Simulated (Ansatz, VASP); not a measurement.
Fe: VASP beside Ansatz

Contents of INCAR:

```
SYSTEM = Fe
  PREC = Accurate
  ENCUT = 520
  EDIFF = 1E-6
  ISMEAR = -1
  SIGMA = 0.05
  LREAL = .FALSE.
  LASPH = .TRUE.
  NELM = 150
  ALGO = Normal
  ISIF = 2
  LWAVE = .FALSE.
  LCHARG = .TRUE.
  ISPIN = 2
  MAGMOM = 2.276
  LORBIT = 11
  LMAXMIX = 4
  GGA = RE
  LELF = .TRUE.
  LVHAR = .TRUE.
  NBANDS = 14
```

KPOINTS

```
Automatic mesh
0
G
  25 25 25
  0 0 0
```

POSCAR

```
Fe
1.0
   -1.4812991136      1.4812991136      1.4812991136
    1.4812991136     -1.4812991136      1.4812991136
    1.4812991136      1.4812991136     -1.4812991136
Fe
1
Direct
    0.0000000000      0.0000000000      0.0000000000
```

Input for Ansatz:

```yaml
crystal:
  lattice:
    - [-1.4812991136, 1.4812991136, 1.4812991136]
    - [1.4812991136, -1.4812991136, 1.4812991136]
    - [1.4812991136, 1.4812991136, -1.4812991136]
  atoms:
    - { symbol: Fe, position: [0.0, 0.0, 0.0], spin: 2.276 }
hamiltonian:
  xc: revpbe
  pseudopotentials:
    kind: paw
    azcp:
      Fe: "pseudopotentials/Fe.paw.azcp"
basis:
  ecutwfc: 420
  fft_grid_basis: typed
kpoints:
  mp_grid: { grid: [25, 25, 25], shift: [0, 0, 0] }
magnetization:
  spin_polarized: true
scf:
  occupations: { method: fermi_dirac, width: 0.05 }
output:
  stress: true
```

Alike in both runs: task single point; functional revPBE; k mesh 25 × 25 × 25; occupations fermi-dirac, width 0.05 eV; collinear spin.

|  | VASP | Ansatz |
| --- | --- | --- |
| version | VASP 6.6.1 | Ansatz 0.2.0 |
| potentials or method | VASP PAW PBE potentials, release 64 (Fe), cutoff 520 eV | plane waves (420 eV) with PAW, scalar-relativistic |
| valence electrons in the cell | 8 | 16 |

VASP gave:

| Property | Result |
| --- | --- |
| pressure (GPa) | -11.3 |
| net moment per atom (μB) | 2.57 |
| size of the moment on the site where the two differ most (μB) | 2.60 |

Q: Which values does Ansatz return?

A: Pressure (GPa): -11.4; net moment per atom (μB): 2.57; size of the moment on the site where the two differ most (μB): 2.65.

VASP's potentials were made for PBE, not for revPBE. Site moments also hang on the region over which each program counts them. VASP's potentials hold 8 valence electrons a cell and Ansatz's 16, so a difference there can come from the potentials and not from the codes.
